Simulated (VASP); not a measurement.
Write the native input for VASP 6.6.1 that does the following.

```yaml
Task: single point
Functional: LDA
Potentials_or_basis: VASP PAW LDA potentials, release 64 (Sb, In_d)
Cutoff: 520 eV
k_mesh: 6 × 6 × 6
Occupations: fermi-dirac, width 0.05 eV
Spin: no spin polarisation
Dipole_correction: no
Further_INCAR_settings: ALGO = Normal; EDIFF = 1e-07; NBANDS = 22
```

The structure of InSb3 lies in POSCAR:

```
InSb3
1.0
    4.8063670000      0.0000000000      0.0000000000
    0.0000000000      4.8063670000      0.0000000000
    0.0000000000      0.0000000000      4.8063670000
Sb In
3 1
Direct
    0.5000000000      0.5000000000      0.0000000000
    0.0000000000      0.5000000000      0.5000000000
    0.5000000000      0.0000000000      0.5000000000
    0.0000000000      0.0000000000      0.0000000000
```

One way to write it, as run:

INCAR

```
SYSTEM = InSb3
PREC = Accurate
ENCUT = 520
EDIFF = 1E-7
ISMEAR = -1
SIGMA = 0.05
LREAL = .False.
LASPH = .True.
NELM = 80
ALGO = Normal
ISIF = 2
LWAVE = .False.
LCHARG = .False.
GGA = CA
NBANDS = 22
```

KPOINTS

```
regular mesh
0
Gamma
  6 6 6
  0 0 0
```

Potentials or basis: VASP PAW LDA potentials, release 64 (Sb, In_d).

Launch:

```console
$ cat potpaw_LDA.64/Sb/POTCAR potpaw_LDA.64/In_d/POTCAR > POTCAR
$ mpirun -np 1 vasp_std > vasp.out
```

It gave:

```json
{
 "Pressure": "-3.8 GPa",
 "Band gap on the k mesh": "zero (band 14 reaches 11.11 eV, above the bottom of band 15 at 6.57 eV)"
}
```

Caveat: spin-orbit coupling is left out, which moves the levels of the heavy elements.

Run time: 26 s on 1 thread of Intel Xeon 6455B, with other jobs on the host, peak memory 0.19 GiB.
